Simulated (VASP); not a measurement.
# Si: single point with r2SCAN

Crystal: Si.

```
Si
1.0
     0.00000    2.72273    2.72273
     2.72273    0.00000    2.72273
     2.72273    2.72273    0.00000
Si
2
Direct
  0.50000 0.50000 0.50000
  0.75000 0.75000 0.75000
```

```json
{
 "Program": "VASP 6.6.1",
 "Task": "single point",
 "Functional": "r2SCAN",
 "Potentials or basis": "VASP PAW PBE potentials, release 64 (Si)",
 "Cutoff": "520 eV",
 "k mesh": "10 × 10 × 10",
 "Occupations": "gaussian, width 0.03 eV",
 "Spin": "no spin polarisation"
}
```

* Pressure: -0.3 GPa
* Band gap on the k mesh: 0.79 eV, indirect (least direct gap 2.75 eV)

Levels at points of the mesh, in eV from the valence-band top:
| k point | band 1 | band 2 | band 3 | band 4 | band 5 | band 6 | band 7 | band 8 | band 9 |
| --- | --- | --- | --- | --- | --- | --- | --- | --- | --- |
| (0.00, 0.00, 0.00) | -12.47 | 0.00 | 0.00 | 0.00 | 2.75 | 2.75 | 2.75 | 3.89 | 8.12 |
| (0.50, 0.00, 0.00) | -10.04 | -7.23 | -1.27 | -1.27 | 1.85 | 3.59 | 3.59 | 8.33 | 11.14 |
| (0.50, 0.50, 0.00) | -8.13 | -8.13 | -2.99 | -2.99 | 0.94 | 0.94 | 10.81 | 10.81 | 11.59 |

Wall time 2.4 min on 1 thread of Intel Xeon 8259CL (shared host), peak memory 0.16 GiB.

Caveat: the PAW data sets were made with another functional, which shifts forces and pressure a little. A k mesh can miss the band edges.
